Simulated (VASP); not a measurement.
## B: relaxation of cell and atoms with PBE

The system is B.

```
B
1.0
     1.62379    0.00000    0.00000
     0.00000    2.86465    0.00000
     0.00000    0.00000    3.92909
B
2
Direct
  0.00000 0.00000 0.89050
  0.50000 0.50000 0.10950
```

```json
{"Program": "VASP 6.6.1", "Task": "relaxation of cell and atoms", "Functional": "PBE", "Potentials or basis": "VASP PAW PBE potentials, release 64 (B)", "Cutoff": "600 eV", "k mesh": "34 × 20 × 14", "Occupations": "gaussian, width 0.1 eV", "Spin": "no spin polarisation", "Dipole correction": "no", "Further INCAR settings": "ALGO = Normal; EDIFF = 1e-06; IBRION = 2; EDIFFG = -0.01; NSW = 100; ISIF = 3"}
```

| Quantity | Value |
| --- | --- |
| Relaxed volume | 9.13 Å³/atom |
| Relaxed cell | a = 1.625 Å, b = 2.867 Å, c = 3.919 Å, α = 90.00°, β = 90.00°, γ = 90.00° |
| Space group after relaxing (to 0.05 Å) | Pmmn (No. 59) |
| Energy gained by relaxing | 0.0 meV/atom |
| Ionic steps | 5 |
| Pressure after relaxing | 0.0 GPa |
| Largest force after relaxing | 0.004 eV/Å |
| Band gap on the k mesh | zero (band 3 reaches 10.97 eV, above the bottom of band 4 at -0.14 eV) |

Forces in eV/Å, atoms in the order of the input:
```
B    0.000  0.000 -0.004
B    0.000  0.000  0.004
```

Final structure:
```
B
1.0
     1.62461    0.00000    0.00000
     0.00000    2.86680    0.00000
     0.00000    0.00000    3.91948
B
2
Direct
  0.00000 0.00000 0.89106
  0.50000 0.50000 0.10894
```

Levels at points of the mesh, in eV from the Fermi level:
```tsv
k point	band 1	band 2	band 3	band 4	band 5	band 6	band 7
(0.00, 0.00, 0.00)	-16.11	-5.88	-5.32	-2.38	2.95	8.27	11.39
(0.50, 0.00, 0.00)	-7.00	-7.00	6.52	6.52	7.42	7.42	10.69
(0.00, 0.50, 0.00)	-12.72	-12.72	-3.15	-3.15	5.13	5.13	15.41
(0.50, 0.50, 0.00)	-6.17	-6.17	3.41	3.41	8.53	8.53	8.82
(0.00, 0.00, 0.50)	-15.87	-8.10	-5.23	1.40	3.13	7.21	10.16
(0.50, 0.00, 0.50)	-6.93	-6.93	5.45	5.45	7.48	7.48	10.84
(0.00, 0.50, 0.50)	-12.52	-12.52	-4.49	-4.49	9.84	9.84	13.63
(0.50, 0.50, 0.50)	-6.11	-6.11	3.56	3.56	7.93	7.93	8.02
```

Wall time 2.8 min on 1 thread of AMD EPYC 9R45 96-Core Processor (Zen 5), on a shared host, peak memory 0.29 GiB.

Caveat: this functional lacks dispersion, which binds the layers, so the pressure and a relaxed spacing across them are unreliable.
